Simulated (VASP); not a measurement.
Input of a VASP 6.6.1 run:

The input INCAR:

```
SYSTEM = Sn
ALGO     = Normal         ! electronic algorithm
EDIFF    = 1E-7           ! SCF threshold, eV
EDIFFG   = -0.01          ! ionic threshold
ENCUT    = 600            ! plane-wave cutoff, eV
GGA      = PE             ! functional
IBRION   = 2              ! ionic algorithm
ISIF     = 3              ! what is computed and relaxed
ISMEAR   = 0              ! smearing method
LASPH    = .TRUE.         ! aspherical terms in the spheres
LCHARG   = .FALSE.        ! write CHGCAR
LREAL    = .FALSE.        ! projectors in reciprocal space
LWAVE    = .FALSE.        ! write WAVECAR
NELM     = 100            ! most SCF steps
NSW      = 80             ! ionic steps
PREC     = Accurate       ! precision mode
SIGMA    = 0.1            ! smearing width, eV
```

Contents of KPOINTS:

```
k-points
0
G
  16 16 16
  0 0 0
```

The input POSCAR:

```
Sn
1.0
    0.0000000000      2.3392937758      2.3392937758
    2.3392937758      0.0000000000      2.3392937758
    2.3392937758      2.3392937758      0.0000000000
Sn
1
Direct
    0.0000000000      0.0000000000      0.0000000000
```

Potentials or basis: VASP PAW PBE potentials, release 64 (Sn_d).

Command:

```bash
$ cat potpaw_PBE.64/Sn_d/POTCAR > POTCAR
$ mpirun -np 1 vasp_std > vasp.out
```

Q: Predict the relaxed cell.

A: a = 3.407 Å, b = 3.407 Å, c = 3.407 Å, α = 60.00°, β = 60.00°, γ = 60.00°.

Q: Predict the relaxed volume.

A: 27.97 Å³/atom.

Q: Predict the band gap on the k mesh.

A: Zero (band 7 reaches 15.27 eV, above the bottom of band 8 at 5.89 eV).

Final structure:
```
Sn
1.0
     0.00000    2.40923    2.40923
     2.40923    0.00000    2.40923
     2.40923    2.40923    0.00000
Sn
1
Cartesian
  0.0000 0.0000 0.0000
```

Caveat: spin-orbit coupling is left out, which moves the levels of the heavy elements.
